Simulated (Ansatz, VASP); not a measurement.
**BP in VASP and in Ansatz**

File INCAR:

```
SYSTEM = BP
  ALGO = Normal
  EDIFF = 1E-7
  ENCUT = 520
  GGA = PE
  ISIF = 2
  ISMEAR = 0
  LASPH = .True.
  LCHARG = .True.
  LELF = .True.
  LREAL = .False.
  LVHAR = .True.
  LWAVE = .False.
  NBANDS = 11
  NELM = 100
  PREC = Accurate
  SIGMA = 0.05
```

Contents of KPOINTS:

```
k-points
0
Gamma
  10 10 10
  0 0 0
```

POSCAR

```
BP
1.0
    0.0000000000      2.0874800000      2.0874800000
    2.0874800000      0.0000000000      2.0874800000
    2.0874800000      2.0874800000      0.0000000000
B P
1 1
Direct
    0.0000000000      0.0000000000      0.0000000000
    0.7500000000      0.7500000000      0.7500000000
```

Input for Ansatz:

```yaml
crystal:
  lattice:
    - [0.0, 2.08748, 2.08748]
    - [2.08748, 0.0, 2.08748]
    - [2.08748, 2.08748, 0.0]
  atoms:
    - { symbol: B, position: [0.0, 0.0, 0.0] }
    - { symbol: P, position: [0.75, 0.75, 0.75] }
basis:
  ecutwfc: 420
kpoints:
  mp_grid: { grid: [10, 10, 10] }
hamiltonian:
  xc: pbe
scf:
  occupations: { method: gaussian, width: 0.05 }
output:
  forces: true
  stress: true
  eigenvalues: true
  write_density: true
  write_potential: true
  elf: true
  volumetric_format: npy
```

Change from the starting cell: strain -0.080 along x and y, -0.080 along z, atoms carried along.

Alike in both runs: task single point; functional PBE; k mesh 10 × 10 × 10; occupations gaussian, width 0.05 eV; no spin polarisation.

```csv
,VASP,Ansatz
version,VASP 6.6.1,Ansatz 0.2.0
potentials or method,"VASP PAW PBE potentials, release 64 (B, P), cutoff 520 eV","scalar-relativistic, plane waves, PAW"
valence electrons in the cell,8,8
```

|  | VASP | Ansatz | Ansatz less VASP |
| --- | --- | --- | --- |
| gap on the k mesh at the Fermi level (eV) | 0.78 | 0.79 | +0.008 |
| least direct gap on the mesh (eV) | 3.94 | 3.95 | +0.006 |
| pressure (GPa) | 66.5 | 67.1 | +0.60 |

Both programs put the cell under a high pressure, so it lies far from rest at this level.

Noted on VASP's run: the cell as given lies far from equilibrium.
